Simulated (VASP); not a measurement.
A run of VASP 6.6.1 is set up as follows.

File INCAR:

```
PREC = Accurate ; ENCUT = 520
EDIFF = 1E-6 ; ISMEAR = 0
SIGMA = 0.15 ; LREAL = F
LASPH = T ; NELM = 100
ALGO = Fast ; ISIF = 2
LWAVE = F ; LCHARG = F
GGA = PS ; NBANDS = 18
```

Contents of KPOINTS:

```
Automatic mesh
0
Gamma
  12 12 12
```

File POSCAR:

```
TiAl3
1.0
    3.9483448106      0.0000000000      0.0000000000
    0.0000000000      3.9483448106      0.0000000000
    0.0000000000      0.0000000000      3.9483448106
Ti Al
1 3
Direct
   -0.0607849647      0.0000000000      0.0000000000
    0.5000000000      0.5000000000      0.0000000000
    0.5000000000      0.0000000000      0.5000000000
    0.0000000000      0.5000000000      0.5000000000
```

Potentials or basis: VASP PAW PBE potentials, release 64 (Ti_sv, Al).

Run with:

```bash
$ cat potpaw_PBE.64/Ti_sv/POTCAR potpaw_PBE.64/Al/POTCAR > POTCAR
$ mpirun -np 1 vasp_std > vasp.out
```

(1) Predict the largest force.

(2) What does it give for the pressure?

## Answers

(1) 2.247 eV/Å.

(2) 2.0 GPa.

Caveat: the cell differs from its parent crystal (atom 1 (Ti) moved +0.240 Å towards its neighbour atom 1 (Ti) at 3.948 Å); the PAW data sets were made with another functional, which shifts forces and pressure a little.
